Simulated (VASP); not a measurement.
Input of a VASP 6.6.1 run:

Contents of INCAR:

```
ALGO = Normal
EDIFF = 1E-6
ENCUT = 520
GGA = PS
ISIF = 2
ISMEAR = -1
LASPH = True
LCHARG = False
LDAU = True
LDAUJ = 0 0
LDAUL = 2 -1
LDAUPRINT = 1
LDAUTYPE = 2
LDAUU = 5 0
LMAXMIX = 4
LREAL = False
LWAVE = False
NBANDS = 33
NELM = 150
PREC = Accurate
SIGMA = 0.05
```

Contents of KPOINTS:

```
k-points
0
Gamma
  6 6 9
```

The input POSCAR:

```
TiO2
1.0
    4.5907658515      0.0000000000      0.0000000000
    0.0000000000      4.5907658515      0.0000000000
    0.0000000000      0.0000000000      2.9919353963
Ti O
2 4
Direct
    0.0000000000      0.0000000000      0.5000000000
    0.5000000000      0.5000000000      0.0000000000
    0.3052805868      0.3052805868      0.5000000000
    0.1947194132      0.8052805868      0.0000000000
    0.8052805868      0.1947194132      0.0000000000
    0.6947194132      0.6947194132      0.5000000000
```

Potentials or basis: VASP PAW PBE potentials, release 64 (Ti_sv, O).

Launch:

```console
$ cat potpaw_PBE.64/Ti_sv/POTCAR potpaw_PBE.64/O/POTCAR > POTCAR
$ mpirun -np 1 vasp_std > vasp.out
```

Q: What does it give for the band gap on the k mesh?

A: 2.46 eV.

Q: What does it give for the largest force?

A: 0.168 eV/Å.

Eigenvalues of the final occupation matrices:
```
    site  spin  trace               eigenvalues
site 1 d     1   0.78  0.08 0.09 0.10 0.25 0.27
site 1 d     2   0.78  0.08 0.09 0.10 0.25 0.27
site 2 d     1   0.78  0.08 0.09 0.10 0.25 0.27
site 2 d     2   0.78  0.08 0.09 0.10 0.25 0.27
```

Caveat: the PAW data sets were made with another functional, which shifts forces and pressure a little. A k mesh can miss the band edges.
